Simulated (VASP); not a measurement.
The system is ZnSb2Te4.

```
Sb Zn Te
1.0
     0.00000    6.25245    0.00000
     6.25245    0.00000    0.00000
     3.12623    3.12623   -6.25041
Sb Zn Te
2 1 4
Direct
  0.50000 0.50000 0.00000
  0.75000 0.25000 0.50000
  0.00000 0.00000 0.00000
  0.37500 0.37500 0.75000
  0.62500 0.12500 0.25000
  0.87500 0.87500 0.75000
  0.12500 0.62500 0.25000
```

Base run:

```yaml
Program: VASP 6.6.1
Functional: PBE
Dispersion: D4
Potentials_or_basis: VASP PAW PBE potentials, release 64 (Sb, Zn, Te)
Cutoff: 520 eV
k_mesh: 3 × 3 × 3
Occupations: methfessel-paxton, width 0.0665 eV
Spin: no spin polarisation
```

Its results: band gap on the k mesh 0.08 eV; pressure 8.6 GPa; largest force 2.497 eV/Å.

The run is repeated on the same cell with these changes: dispersion from D4 to none; further incar settings from ALGO = Normal; EDIFF = 1e-06; NBANDS = 32 to ALGO = Normal; EDIFF = 1e-07; NBANDS = 32. What comes out?

Band gap on the k mesh 0.08 eV; pressure 10.6 GPa; largest force 2.476 eV/Å.

Caveats: the cell stands under pressure; spin-orbit coupling is left out, which moves the levels of the heavy elements; an odd mesh through Γ misses points on the zone boundary, where band edges can lie; forces of over 1 eV/Å act on the atoms, so gaps and moduli don't describe the material at rest.
